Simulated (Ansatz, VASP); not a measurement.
# Two plane-wave programs on Bi

```xyz
1
Lattice="-1.9814 1.9814 1.9814 1.9814 -1.9814 1.9814 1.9814 1.9814 -1.9814" Properties=species:S:1:pos:R:3 pbc="T T T"
Bi    0.0000    0.0000    0.0000
```

Alike in both runs: task relaxation of cell and atoms; functional revPBE; dispersion D4; k mesh 9 × 9 × 9; occupations fermi-dirac, width 0.05 eV; no spin polarisation.

```csv
,VASP,Ansatz
version,VASP 6.6.1,Ansatz 0.2.0
potentials or method,"VASP PAW PBE potentials, release 64 (Bi_d)",Ansatz PAW
plane-wave cutoff (eV),600,420
valence electrons in the cell,15,15
```

|  | VASP | Ansatz | Ansatz less VASP |
| --- | --- | --- | --- |
| relaxed volume (Å³/atom) | 30.03 | 30.05 | +0.013 |
| relaxed cell length with the largest relative difference (Å) | 3.392 | 3.392 | +0.0005 |

VASP's potentials were made for PBE, not for revPBE.

Spin-orbit coupling is off throughout. Noted on Ansatz's run: the plane-wave basis is chosen anew once the cell has moved, so the energies of steps on either side of that aren't comparable.
